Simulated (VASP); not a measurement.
# B3P (P-6m2) in VASP: notebook

B3P is run at these levels: PBE; tasks: single point, relaxation of cell and atoms.

Program: VASP 6.6.1. These are calculated values, not measurements. Logs are shortened: lines on timing, memory, paths and dates and some standing lists are left out, and cuts for length are marked.

### 1 The cell of the first run

It takes space group P-6m2 (No. 187, hexagonal). The conventional cell has a = 3.879 Å, b = 3.879 Å, c = 3.759 Å, α = 90.00°, β = 90.00°, γ = 120.00°. B (site symmetry mm2) has 2 B at 1.60 Å and 2 P at 1.95 Å within 2.1 Å. P (site symmetry -6m2) has 6 B at 1.95 Å within 2.6 Å.

### 2 Single point, PBE

INCAR reads:

```
SYSTEM = B3P
PREC = Accurate
ENCUT = 500
EDIFF = 1E-6
ISMEAR = 0
SIGMA = 0.1
LREAL = .False.
LASPH = .True.
NELM = 120
ALGO = Normal
ISIF = 2
LWAVE = .False.
LCHARG = .False.
GGA = PE
NBANDS = 15
GGA_COMPAT = .False.
```

KPOINTS reads:

```
Automatic mesh
0
Gamma
  6 6 4
  0 0 0
```

POSCAR reads:

```
B3P
1.0
    3.8789238100      0.0000000000      0.0000000000
   -1.9394619000      3.3592465600      0.0000000000
    0.0000000000      0.0000000000      3.7586331900
B P
3 1
Direct
    0.8622844200      0.1377155800      0.5000000000
    0.8622844200      0.7245688400      0.5000000000
    0.2754311600      0.1377155800      0.5000000000
    0.3333333300      0.6666666700      0.5000000000
```

Potentials or basis: VASP PAW PBE potentials, release 64 (B, P).

Command:

```sh
cat potpaw_PBE.64/B/POTCAR potpaw_PBE.64/P/POTCAR > POTCAR
mpirun -np 1 vasp_std > vasp.out
```

OUTCAR:

```text
SYSTEM = B3P
   PREC = Accurate
   ENCUT = 500
   EDIFF = 1E-6
   ISMEAR = 0
   LREAL = .False.
   LASPH = .True.
   NELM = 120
   ISIF = 2
   GGA = PE

 ion  position               nearest neighbor table
   1  0.862  0.138  0.500-   2 1.60   3 1.60   4 1.95   4 1.95
   2  0.862  0.725  0.500-   1 1.60   3 1.60   4 1.95   4 1.95
   3  0.275  0.138  0.500-   1 1.60   2 1.60   4 1.95   4 1.95
   4  0.333  0.667  0.500-   3 1.95   2 1.95   1 1.95   1 1.95   3 1.95   2 1.95

  LATTYP: Found a hexagonal cell.
 ALAT       =     3.8789238100
 C/A-ratio  =     0.9689886613

  Lattice vectors:

 A1 = (   3.8789238100,   0.0000000000,   0.0000000000)
 A2 = (  -1.9394619000,   3.3592465600,   0.0000000000)
 A3 = (   0.0000000000,   0.0000000000,   3.7586331900)

Analysis of symmetry for initial positions (statically):
=====================================================================
 Subroutine PRICEL returns:
 Original cell was already a primitive cell.

 Routine SETGRP: Setting up the symmetry group for a
 hexagonal supercell.

 Subroutine GETGRP returns: Found 12 space group operations
 (whereof 12 operations were pure point group operations)
 out of a pool of 24 trial point group operations.

The static configuration has the point symmetry D_3h.

Analysis of symmetry for dynamics (positions and initial velocities):
=====================================================================
 Subroutine PRICEL returns:
 Original cell was already a primitive cell.

 Routine SETGRP: Setting up the symmetry group for a
 hexagonal supercell.

 Subroutine GETGRP returns: Found 12 space group operations
 (whereof 12 operations were pure point group operations)
 out of a pool of 24 trial point group operations.

The dynamic configuration has the point symmetry D_3h.

 Subroutine INISYM returns: Found 12 space group operations
 (whereof 12 operations are pure point group operations),
 and found     1 'primitive' translations

----------------------------------------------------------------------------------------

                                     Primitive cell

  volume of cell :      48.9760

  direct lattice vectors                    reciprocal lattice vectors
     3.878923810  0.000000000  0.000000000     0.257803465  0.148842900  0.000000000
    -1.939461900  3.359246560  0.000000000     0.000000000  0.297685800  0.000000000
     0.000000000  0.000000000  3.758633190     0.000000000  0.000000000  0.266054161

  length of vectors
     3.878923810  3.878923809  3.758633190     0.297685800  0.297685800  0.266054161

  position of ions in fractional coordinates (direct lattice)
     0.862284420  0.137715580  0.500000000
     0.862284420  0.724568840  0.500000000
     0.275431160  0.137715580  0.500000000
     0.333333330  0.666666670  0.500000000

  ion indices of the primitive-cell ions
   primitive index   ion index
                 1           1
                 2           2
                 3           3
                 4           4

----------------------------------------------------------------------------------------

 KPOINTS: Automatic mesh

Automatic generation of k-mesh.
 Grid dimensions read from file:
 generate k-points for:    6    6    4

 Generating k-lattice:

  Cartesian coordinates                     Fractional coordinates (reciprocal lattice)
     0.042967244  0.024807150  0.000000000     0.166666667  0.000000000  0.000000000
     0.000000000  0.049614300  0.000000000     0.000000000  0.166666667  0.000000000
     0.000000000  0.000000000  0.066513540     0.000000000  0.000000000  0.250000000

  Length of vectors
     0.049614300  0.049614300  0.066513540

  Shift w.r.t. Gamma in fractional coordinates (k-lattice)
     0.000000000  0.000000000  0.000000000

 Subroutine IBZKPT returns following result:
 ===========================================

 Found     21 irreducible k-points:

 Following reciprocal coordinates:
            Coordinates               Weight
  0.000000  0.000000  0.000000      1.000000
  0.166667  0.000000  0.000000      6.000000
  0.333333  0.000000  0.000000      6.000000
  0.500000  0.000000  0.000000      3.000000
  0.166667  0.166667  0.000000      6.000000
  0.333333  0.166667  0.000000     12.000000
[... 13 lines left out ...]
  0.333333  0.166667  0.500000     12.000000
  0.333333  0.333333  0.500000      2.000000
   k-points           NKPTS =     21   k-points in BZ     NKDIM =     21   number of bands    NBANDS=     15
   number of dos      NEDOS =    301   number of ions     NIONS =      4
   total plane-waves  NPLWV =  21952
   dimension x,y,z NGX =    28 NGY =   28 NGZ =   28
   dimension x,y,z NGXF=    56 NGYF=   56 NGZF=   56
   ions per type =               3   1
   NGX,Y,Z   is equivalent  to a cutoff of  12.00, 12.00, 12.38 a.u.
   NGXF,Y,Z  is equivalent  to a cutoff of  24.00, 24.00, 24.77 a.u.
 SYSTEM =  B3P
   PREC   = accura    normal or accurate (medium, high low for compatibility)
   ISTART =      0    job   : 0-new  1-cont  2-samecut
   ICHARG =      2    charge: 1-file 2-atom 10-const
   ISPIN  =      1    spin polarized calculation?
   LNONCOLLINEAR =      F non collinear calculations
   LSORBIT =      F    spin-orbit coupling
   LASPH  =      T    aspherical Exc in radial PAW
   ENCUT  =  500.0 eV  36.75 Ry    6.06 a.u.   7.07  7.07  6.85*2*pi/ulx,y,z
   NELM   =    120;   NELMIN=  2; NELMDL= -5     # of ELM steps
   EDIFF  = 0.1E-05   stopping-criterion for ELM
   LREAL  =      F    real-space projection
   EDIFFG = 0.1E-04   stopping-criterion for IOM
   NSW    =      0    number of steps for IOM
   IBRION =     -1    ionic relax: 0-MD 1-quasi-New 2-CG
   NFREE  =      0    steps in history (QN), initial steepest desc. (CG)
   ISIF   =      2    stress and relaxation
   ISYM   =      2    0-nonsym 1-usesym 2-fastsym
   POTIM  = 0.5000    time-step for ionic-motion
   TEBEG  =    0.0;   TEEND  =   0.0 temperature during run
   PSTRESS=    0.0 pullay stress
   NELECT =      14.0000    total number of electrons
   NUPDOWN=      -1.0000    fix difference up-down
   EMIN   =  10.00;   EMAX   =-10.00  energy-range for DOS
   EFERMI =   0.00;   METHOD = LEGACY
   ISMEAR =     0;   SIGMA  =   0.10  broadening in eV -4-tet -1-fermi 0-gaus
   EFERMI_NEDOS =   21; number of points for ismear=-14 and -15
   IALGO  =     38    algorithm
   IMIX   =      4    mixing-type and parameters
     AMIX     =   0.40;   BMIX     =  1.00
     AMIX_MAG =   1.60;   BMIX_MAG =  1.00
  volume/ion in A,a.u.               =      12.24        82.63
  Fermi-wavevector in a.u.,A,eV,Ry     =   1.078425  2.037927 15.823573  1.163000
  Thomas-Fermi vector in A             =   2.214363
   LORBIT       =      0    0 simple, 1 ext, 2 COOP (PROOUT), +10 PAW based schemes
   GGA     = PE    functional components
   LHFCALC =     F    Hartree Fock is set to
   AEXX    =    0.0000 exact exchange contribution
   IVDW    =     0    specifies the selected vdW correction
   LEPSILON=     F    determine dielectric tensor
   LRPA    =     F    only Hartree local field effects (RPA)
 non-spin polarized calculation
 Gauss-broadening in eV      SIGMA  =   0.10
  energy-cutoff  :      500.00
  volume of cell :       48.98
 maximum number of plane-waves:      1262
   NGX = 15   NGY = 15   NGZ = 13

 number of electron      13.9999999 magnetization

 Free energy of the ion-electron system (eV)
  ---------------------------------------------------
  ext. energy  EPLUGINS =         0.00000000
  ---------------------------------------------------
  free energy    TOTEN  =       -19.73032136 eV

  energy without entropy =      -19.71732164  energy(sigma->0) =      -19.72382150

 E-fermi :   4.8470     XC(G=0):  -9.6550

 val. band max:        4.7615579679   @ k =   0.3333   0.0000   0.0000
 cond. band min:       4.8478646286   @ k =   0.3333   0.0000   0.2500
 fundamental gap:      0.0863066607
 Fermi energy:         4.8470305954

 k-point     1 :       0.0000    0.0000    0.0000
  band No.  band energies     occupation
      1     -11.5123      2.00000
      2      -3.4127      2.00000
      3      -3.4127      2.00000
      4      -2.9246      2.00000
      5      -0.4359      2.00000
      6       3.0114      2.00000
      7       3.0114      2.00000
      8       3.0844      2.00000
      9       7.4045      0.00000
     10       8.8196      0.00000
     11      10.0946      0.00000
     12      10.0946      0.00000
     13      14.4017      0.00000
     14      14.4017      0.00000
     15      16.6062      0.00000

 k-point     2 :       0.1667    0.0000    0.0000
  band No.  band energies     occupation
      1     -11.2569      2.00000
      2      -5.0701      2.00000
      3      -3.5234      2.00000
      4      -2.2716      2.00000
      5      -0.1168      2.00000
      6       2.6536      2.00000
      7       3.5150      2.00000
      8       5.3468      0.00000
      9       7.2705      0.00000
     10       7.7246      0.00000
     11       9.5982      0.00000
     12       9.8765      0.00000
     13      14.4593      0.00000
     14      14.9616      0.00000
     15      15.4635      0.00000
[... 311 lines left out ...]
      3      -4.8062      2.00000
      4      -0.8445      2.00000
      5      -0.1211      2.00000
      6       2.0858      2.00000
      7       3.3014      2.00000
      8       4.9372      0.20214
      9       7.7507      0.00000
     10       8.7126      0.00000
     11       9.9139      0.00000
     12      11.4007      0.00000
     13      12.8448      0.00000
     14      15.3647      0.00000
     15      16.8729      0.00000

 k-point    21 :       0.3333    0.3333    0.5000
  band No.  band energies     occupation
      1      -9.1456      2.00000
      2      -8.1259      2.00000
      3      -5.5324      2.00000
      4       1.0969      2.00000
      5       1.1415      2.00000
      6       1.2969      2.00000
      7       1.3957      2.00000
      8       3.7039      2.00000
      9       8.0386      0.00000
     10      10.2960      0.00000
     11      10.6085      0.00000
     12      11.2364      0.00000
     13      14.3786      0.00000
     14      15.3372      0.00000
     15      16.0800      0.00000

------------------------ aborting loop because EDIFF is reached ----------------------------------------

  FORCE on cell =-STRESS in cart. coord.  units (eV):
  Direction    XX          YY          ZZ          XY          YZ          ZX
  --------------------------------------------------------------------------------------
  -------------------------------------------------------------------------------------
  Total        5.5324087      5.5324087      0.0784100      0.0000000      0.0000000     -0.0000000
  in kB      180.9846592    180.9846593      2.5650670      0.0000003      0.0000000     -0.0000000
  external PRESSURE =     121.5114618 kB  Pullay stress =       0.0000000 kB

 VOLUME and BASIS-vectors are now :
 -----------------------------------------------------------------------------
  energy-cutoff  :      500.00
  volume of cell :       48.98
      direct lattice vectors                 reciprocal lattice vectors
     3.878923810  0.000000000  0.000000000     0.257803465  0.148842900  0.000000000
    -1.939461900  3.359246560  0.000000000     0.000000000  0.297685800  0.000000000
     0.000000000  0.000000000  3.758633190     0.000000000  0.000000000  0.266054161

 POSITION                                       TOTAL-FORCE (eV/Angst)
 -----------------------------------------------------------------------------------
      3.07764      0.46262      1.87932        -1.237127      0.714255      0.000000
      1.93946      2.43401      1.87932        -0.000000     -1.428511     -0.000000
      0.80128      0.46262      1.87932         1.237127      0.714255      0.000000
     -0.00000      2.23950      1.87932        -0.000000     -0.000000     -0.000000
 -----------------------------------------------------------------------------------
    total drift:                                0.000002     -0.000001      0.000000

  FREE ENERGIE OF THE ION-ELECTRON SYSTEM (eV)
  ---------------------------------------------------
  free  energy   TOTEN  =       -19.7303213551 eV

  energy  without entropy=      -19.7173216385  energy(sigma->0) =      -19.72382150
```

Wall time 17 s (1 thread of Intel Xeon Platinum 8259CL at 2.50GHz (Skylake/Cascade Lake), shared host); peak memory 0.15 GiB.

Results:

```
Free energy            : -19.7303 eV
Pressure               : 12.2 GPa
Largest force          : 1.429 eV/Å
Band gap on the k mesh : zero (band 7 reaches 5.79 eV, above the bottom of band 8 at 3.08 eV)
```

Forces on the atoms (eV/Å):
```
B   -1.237  0.714  0.000
B    0.000 -1.429  0.000
B    1.237  0.714  0.000
P    0.000  0.000  0.000
```

Stress tensor (GPa, compression positive):
```
18.10  0.00  0.00
 0.00 18.10  0.00
 0.00  0.00  0.26
```

Caveat: the k points lie up to 0.42 Å⁻¹ apart; this functional lacks dispersion, which binds the layers, so the pressure and a relaxed spacing across them are unreliable; forces of over 1 eV/Å act on the atoms, so gaps and moduli don't describe the material at rest.

### 3 Single point, PBE

This run uses another cell than the first one, of 13.08 Å³/atom, 1.068 times its volume.

INCAR is that of step 2.

KPOINTS reads:

```
regular mesh
0
Gamma
  6 6 4
  0 0 0
```

POSCAR reads:

```
B3P
1.0
    3.9794381149     -0.0000000030      0.0000000000
   -1.9897190549      3.4462945017      0.0000000000
    0.0000000000      0.0000000000      3.8141345385
B P
3 1
Direct
    0.8583518536      0.1416481464      0.5000000000
    0.8583518536      0.7167037073      0.5000000000
    0.2832962927      0.1416481464      0.5000000000
    0.3333333333      0.6666666667      0.5000000000
```

Potentials or basis: VASP PAW PBE potentials, release 64 (B, P).

Command:

```sh
cat potpaw_PBE.64/B/POTCAR potpaw_PBE.64/P/POTCAR > POTCAR
mpirun -np 1 vasp_std > vasp.out
```

Wall time 18 s (1 thread of Intel Xeon Platinum 8259CL at 2.50GHz (Skylake/Cascade Lake), shared host); peak memory 0.16 GiB.

The run converged. Its results:

```yaml
Free_energy: -19.9212 eV
Pressure: 0.0 GPa
Largest_force: 0.014 eV/Å
Band_gap_on_the_k_mesh: zero (band 7 reaches 5.25 eV, above the bottom of band 8 at 2.37 eV)
```

Forces on the atoms (eV/Å):
```
B   -0.012  0.007  0.000
B    0.000 -0.014  0.000
B    0.012  0.007  0.000
P    0.000  0.000  0.000
```

Stress tensor (GPa, compression positive):
```
-0.06  0.00  0.00
 0.00 -0.06  0.00
 0.00  0.00  0.02
```

Levels at points of the mesh, in eV from the Fermi level:
```
           k point  band 5  band 6  band 7  band 8  band 9  band 10
(0.00, 0.00, 0.00)   -4.86   -2.26   -1.98   -1.98    2.71     3.77
(0.50, 0.00, 0.00)   -2.67   -1.39    0.80    1.00    2.81     3.63
(0.00, 0.00, 0.50)   -6.72   -1.89   -1.70   -1.70    2.46     3.80
(0.50, 0.00, 0.50)   -4.38   -3.18    0.90    1.20    2.18     2.35
```

Caveat: the k points lie up to 0.41 Å⁻¹ apart; this functional lacks dispersion, which binds the layers, so the pressure and a relaxed spacing across them are unreliable.

(Continued in part 2 of 2.)
